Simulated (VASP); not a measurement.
# MnO2 (fluorite type) (Fm-3m) in VASP: notebook, part 2 of 2

VASP 6.6.1. Earlier steps stand in the parts before.

## 3. Single point, PBE

This run uses another cell than the first one, of 8.71 Å³/atom, 1.019 times its volume.

The input, INCAR:

```
PREC = Accurate
ENCUT = 520
EDIFF = 1E-6
ISMEAR = -1
SIGMA = 0.06122561905347299
LREAL = F
LASPH = T
NELM = 80
ALGO = Normal
ISIF = 2
LWAVE = F
LCHARG = T
GGA = PE
LELF = T
LVHAR = T
NBANDS = 20
```

The input, KPOINTS:

```
Automatic mesh
0
Gamma
  14 14 14
```

The input, POSCAR:

```
MnO2
1.0
    0.0000000000      2.3551999737      2.3551999737
    2.3551999737      0.0000000000      2.3551999737
    2.3551999737      2.3551999737      0.0000000000
Mn O
1 2
Direct
    0.0000000000      0.0000000000      0.0000000000
    0.2500000000      0.2500000000      0.2500000000
    0.7500000000      0.7500000000      0.7500000000
```

Potentials or basis: VASP PAW PBE potentials, release 64 (Mn_pv, O).

Launch:

```sh
$ cat potpaw_PBE.64/Mn_pv/POTCAR potpaw_PBE.64/O/POTCAR > POTCAR
$ mpirun -np 1 vasp_std > vasp.out
```

OUTCAR:

```text
PREC = Accurate
   ENCUT = 520
   EDIFF = 1E-6
   ISMEAR = -1
   LREAL = F
   LASPH = T
   NELM = 80
   ISIF = 2
   GGA = PE

 ion  position               nearest neighbor table
   1  0.000  0.000  0.000-   2 2.04   3 2.04   3 2.04   3 2.04   3 2.04   2 2.04   2 2.04   2 2.04

   2  0.250  0.250  0.250-   1 2.04   1 2.04   1 2.04   1 2.04
   3  0.750  0.750  0.750-   1 2.04   1 2.04   1 2.04   1 2.04

  LATTYP: Found a face centered cubic cell.
 ALAT       =     4.7103999474

  Lattice vectors:

 A1 = (   0.0000000000,   2.3551999737,   2.3551999737)
 A2 = (   2.3551999737,   0.0000000000,   2.3551999737)
 A3 = (   2.3551999737,   2.3551999737,   0.0000000000)

Analysis of symmetry for initial positions (statically):
=====================================================================
 Subroutine PRICEL returns:
 Original cell was already a primitive cell.

 Routine SETGRP: Setting up the symmetry group for a
 face centered cubic supercell.

 Subroutine GETGRP returns: Found 48 space group operations
 (whereof 48 operations were pure point group operations)
 out of a pool of 48 trial point group operations.

The static configuration has the point symmetry O_h .

Analysis of symmetry for dynamics (positions and initial velocities):
=====================================================================
 Subroutine PRICEL returns:
 Original cell was already a primitive cell.

 Routine SETGRP: Setting up the symmetry group for a
 face centered cubic supercell.

 Subroutine GETGRP returns: Found 48 space group operations
 (whereof 48 operations were pure point group operations)
 out of a pool of 48 trial point group operations.

The dynamic configuration has the point symmetry O_h .

 Subroutine INISYM returns: Found 48 space group operations
[... 107 lines left out ...]
   POTIM  = 0.5000    time-step for ionic-motion
   TEBEG  =    0.0;   TEEND  =   0.0 temperature during run
   PSTRESS=    0.0 pullay stress
   NELECT =      25.0000    total number of electrons
   NUPDOWN=      -1.0000    fix difference up-down
   EMIN   =  10.00;   EMAX   =-10.00  energy-range for DOS
   EFERMI =   0.00;   METHOD = LEGACY
   ISMEAR =    -1;   SIGMA  =   0.06  broadening in eV -4-tet -1-fermi 0-gaus
   EFERMI_NEDOS =   21; number of points for ismear=-14 and -15
   IALGO  =     38    algorithm
   IMIX   =      4    mixing-type and parameters
     AMIX     =   0.40;   BMIX     =  1.00
     AMIX_MAG =   1.60;   BMIX_MAG =  1.00
  volume/ion in A,a.u.               =       8.71        58.77
  Fermi-wavevector in a.u.,A,eV,Ry     =   1.613183  3.048474 35.407262  2.602360
  Thomas-Fermi vector in A             =   2.708294
   LORBIT       =      0    0 simple, 1 ext, 2 COOP (PROOUT), +10 PAW based schemes
   GGA     = PE    functional components
   LHFCALC =     F    Hartree Fock is set to
   AEXX    =    0.0000 exact exchange contribution
   IVDW    =     0    specifies the selected vdW correction
   LEPSILON=     F    determine dielectric tensor
   LRPA    =     F    only Hartree local field effects (RPA)
 non-spin polarized calculation
  energy-cutoff  :      520.00
  volume of cell :       26.13
 maximum number of plane-waves:       725
 NGX is ok and might be reduce to    28
   NGX = 13   NGY = 13   NGZ = 13

 number of electron      24.9999989 magnetization

 Free energy of the ion-electron system (eV)
  ---------------------------------------------------
  ext. energy  EPLUGINS =         0.00000000
  ---------------------------------------------------
  free energy    TOTEN  =       -22.07129905 eV

  energy without entropy =      -22.00760071  energy(sigma->0) =      -22.03944988

 E-fermi :   6.2947     XC(G=0): -12.5447

 val. band max:        6.2896974546   @ k =   0.4286   0.3571   0.0714
 cond. band min:       6.2952157412   @ k =   0.2143   0.1429   0.0000
 fundamental gap:      0.0055182866
 Fermi energy:         6.2947287894

 k-point     1 :       0.0000    0.0000    0.0000
  band No.  band energies     occupation
      1     -42.2256      2.00000
      2     -42.2256      2.00000
      3     -42.2256      2.00000
      4     -14.2236      2.00000
      5      -9.8192      2.00000
      6      -0.0230      2.00000
[... 541 lines left out ...]
     19      21.8847      0.00000
     20      22.1506      0.00000

 [... further k-points ...]
[... 5 lines left out ...]
  --------------------------------------------------------------------------------------
  -------------------------------------------------------------------------------------
  Total       -2.1738761     -2.1738761     -2.1738761     -0.0000000      0.0000000     -0.0000000
  in kB     -133.3005710   -133.3005710   -133.3005710     -0.0000000      0.0000000     -0.0000000
  external PRESSURE =    -133.3005710 kB  Pullay stress =       0.0000000 kB

 VOLUME and BASIS-vectors are now :
 -----------------------------------------------------------------------------
  energy-cutoff  :      520.00
  volume of cell :       26.13
      direct lattice vectors                 reciprocal lattice vectors
     0.000000000  2.355199974  2.355199974    -0.212296198  0.212296198  0.212296198
     2.355199974  0.000000000  2.355199974     0.212296198 -0.212296198  0.212296198
     2.355199974  2.355199974  0.000000000     0.212296198  0.212296198 -0.212296198

 POSITION                                       TOTAL-FORCE (eV/Angst)
 -----------------------------------------------------------------------------------
      0.00000      0.00000      0.00000        -0.000000      0.000000     -0.000000
      1.17760      1.17760      1.17760        -0.000000     -0.000000      0.000000
      3.53280      3.53280      3.53280         0.000000      0.000000      0.000000
 -----------------------------------------------------------------------------------
    total drift:                               -0.000000     -0.000000      0.000000

  FREE ENERGIE OF THE ION-ELECTRON SYSTEM (eV)
  ---------------------------------------------------
  free  energy   TOTEN  =       -22.0712990511 eV

  energy  without entropy=      -22.0076007117  energy(sigma->0) =      -22.03944988
```

Wall time 57 s (1 thread of Intel Xeon Platinum 8559C (Emerald Rapids), shared host); peak memory 0.19 GiB.

What came out:

```yaml
Free_energy: -22.0713 eV
Pressure: -13.3 GPa
```

Levels at points of the mesh, in eV from the Fermi level:
```tsv
k point	band 11	band 12	band 13	band 14	band 15	band 16
(0.00, 0.00, 0.00)	-1.23	-0.72	-0.72	2.79	2.79	2.79
(0.50, 0.00, 0.00)	-3.15	-0.51	-0.51	0.55	2.59	2.59
(0.50, 0.50, 0.00)	-0.30	-0.19	-0.14	0.56	2.24	2.24
```

Caveat: an odd number of electrons without spin polarisation forces a metal; a magnetic or distorted state may lie lower; the run has no spin polarisation, though such a crystal can be magnetic; semilocal functionals often make such compounds metallic where correlation or magnetic order opens a gap, which also shifts bond lengths. With open d or f shells a metallic result of PBE can be an artefact of self-interaction; +U or a hybrid may open a gap.

## 4. Single point, r2SCAN

This run uses another cell than the first one, of 7.56 Å³/atom, 0.885 times its volume.

The input, POSCAR:

```
MnO2
1.0
    0.0000000000      2.2465794148      2.2465794148
    2.2465794148      0.0000000000      2.2465794148
    2.2465794148      2.2465794148      0.0000000000
Mn O
1 2
Direct
    0.0000000000      0.0000000000      0.0000000000
    0.2500000000      0.2500000000      0.2500000000
    0.7500000000      0.7500000000      0.7500000000
```

The input, INCAR.step1:

```
PREC     = Accurate       # precision mode
ENCUT    = 520            # plane-wave cutoff, eV
ISMEAR   = -1             # smearing method
SIGMA    = 0.1            # smearing width, eV
LREAL    = False          # projectors in reciprocal space
LASPH    = True           # aspherical terms in the spheres
NELM     = 100            # most SCF steps
NBANDS   = 20             # bands
GGA      = PE             # functional
ALGO     = Normal         # electronic algorithm
EDIFF    = 1E-4           # SCF threshold, eV
LWAVE    = True           # write WAVECAR
LCHARG   = False          # write CHGCAR
```

The input, INCAR.step2:

```
PREC     = Accurate       # precision mode
ENCUT    = 520            # plane-wave cutoff, eV
EDIFF    = 1E-6           # SCF threshold, eV
ISMEAR   = -1             # smearing method
SIGMA    = 0.1            # smearing width, eV
LREAL    = False          # projectors in reciprocal space
LASPH    = True           # aspherical terms in the spheres
NELM     = 100            # most SCF steps
ALGO     = Normal         # electronic algorithm
ISIF     = 2              # what is computed and relaxed
LWAVE    = False          # write WAVECAR
LCHARG   = False          # write CHGCAR
METAGGA  = R2SCAN         # meta-GGA
LMIXTAU  = True         
NBANDS   = 20             # bands
ISTART   = 1
```

The input, KPOINTS:

```
regular mesh
0
Gamma
  13 13 13
```

Launch:

```sh
$ cat potpaw_PBE.64/Mn_pv/POTCAR potpaw_PBE.64/O/POTCAR > POTCAR
$ cp INCAR.step1 INCAR
$ mpirun -np 1 vasp_std > vasp.out
$ cp INCAR.step2 INCAR
$ mpirun -np 1 vasp_std > vasp.out
```

Run time: 60 s. Hardware: 1 thread of Intel Xeon Platinum 8559C (Emerald Rapids), shared host; peak memory 0.16 GiB.

The run converged. Its results:

- Free energy: -30.0730 eV
- Pressure: 21.6 GPa

Levels at points of the mesh, in eV from the Fermi level:
| k point | band 9 | band 10 | band 11 | band 12 | band 13 | band 14 | band 15 | band 16 | band 17 | band 18 |
| --- | --- | --- | --- | --- | --- | --- | --- | --- | --- | --- |
| (0.00, 0.00, 0.00) | -1.36 | -1.36 | -1.36 | -0.99 | -0.99 | 3.82 | 3.82 | 3.82 | 9.66 | 14.99 |

Caveat: the PAW data sets were made with another functional, which shifts forces and pressure a little; an odd number of electrons without spin polarisation forces a metal; a magnetic or distorted state may lie lower; the run has no spin polarisation, though such a crystal can be magnetic; semilocal functionals often make such compounds metallic where correlation or magnetic order opens a gap, which also shifts bond lengths. Spin polarisation is off, so any magnetic state and its effect on volume and gap are missing.

## 5. Single point, r2SCAN

This run uses another cell than the first one, of 7.56 Å³/atom, 0.885 times its volume.

POSCAR is that of step 4.

The input, INCAR.step1:

```
SYSTEM = MnO2
  PREC = Accurate
  ENCUT = 520
  ISMEAR = -1
  SIGMA = 0.1
  LREAL = .FALSE.
  LASPH = .TRUE.
  NELM = 60
  NBANDS = 20
  GGA = PE
  ALGO = Normal
  EDIFF = 1E-4
  LWAVE = .TRUE.
  LCHARG = .FALSE.
```

The input, INCAR.step2:

```
SYSTEM = MnO2
  PREC = Accurate
  ENCUT = 520
  EDIFF = 1E-6
  ISMEAR = -1
  SIGMA = 0.1
  LREAL = .FALSE.
  LASPH = .TRUE.
  NELM = 60
  ALGO = Normal
  ISIF = 2
  LWAVE = .FALSE.
  LCHARG = .FALSE.
  METAGGA = R2SCAN
  LMIXTAU = .TRUE.
  NBANDS = 20
  ISTART = 1
```

The input, KPOINTS:

```
Automatic mesh
0
G
  13 13 13
  0 0 0
```

Launch:

```sh
$ cat potpaw_PBE.64/Mn_pv/POTCAR potpaw_PBE.64/O/POTCAR > POTCAR
$ cp INCAR.step1 INCAR
$ mpirun -np 1 vasp_std > vasp.out
$ cp INCAR.step2 INCAR
$ mpirun -np 1 vasp_std > vasp.out
```

Run time: 63 s. Hardware: 1 thread of Intel Xeon Platinum 8559C (Emerald Rapids), shared host; peak memory 0.17 GiB.

Results (log left out):

```yaml
Free_energy: -30.0730 eV
Pressure: 21.6 GPa
```

Levels at points of the mesh, in eV from the Fermi level:
```tsv
k point	band 9	band 10	band 11	band 12	band 13	band 14	band 15	band 16	band 17	band 18
(0.00, 0.00, 0.00)	-1.36	-1.36	-1.36	-0.99	-0.99	3.82	3.82	3.82	9.66	14.99
```

Caveat: the PAW data sets were made with another functional, which shifts forces and pressure a little; an odd number of electrons without spin polarisation forces a metal; a magnetic or distorted state may lie lower; the run has no spin polarisation, though such a crystal can be magnetic; semilocal functionals often make such compounds metallic where correlation or magnetic order opens a gap, which also shifts bond lengths.

## 6. Overview

| level | cell | k mesh | smearing | gap on the mesh (eV) | pressure (GPa) |
| --- | --- | --- | --- | --- | --- |
| PBE | a = 3.310 Å, angles 60.0°, 3 atoms | 14 × 14 × 14 | fermi-dirac 0.0612256 eV | none | -9.1 |
| PBE | a = 3.331 Å, angles 60.0°, 3 atoms | 14 × 14 × 14 | fermi-dirac 0.0612256 eV | none | -13.3 |
| r2SCAN | a = 3.177 Å, angles 60.0°, 3 atoms | 13 × 13 × 13 | fermi-dirac 0.1 eV | none | 21.6 |

Alike in all rows: task single point; potentials or basis VASP PAW PBE potentials, release 64 (Mn_pv, O); no spin polarisation; cutoff (eV) 520.

Caveats: an odd number of electrons without spin polarisation forces a metal; a magnetic or distorted state may lie lower; the run has no spin polarisation, though such a crystal can be magnetic; semilocal functionals often make such compounds metallic where correlation or magnetic order opens a gap, which also shifts bond lengths; the PAW data sets were made with another functional, which shifts forces and pressure a little (some runs).

Absolute energies hang on the potentials; compare differences alone.
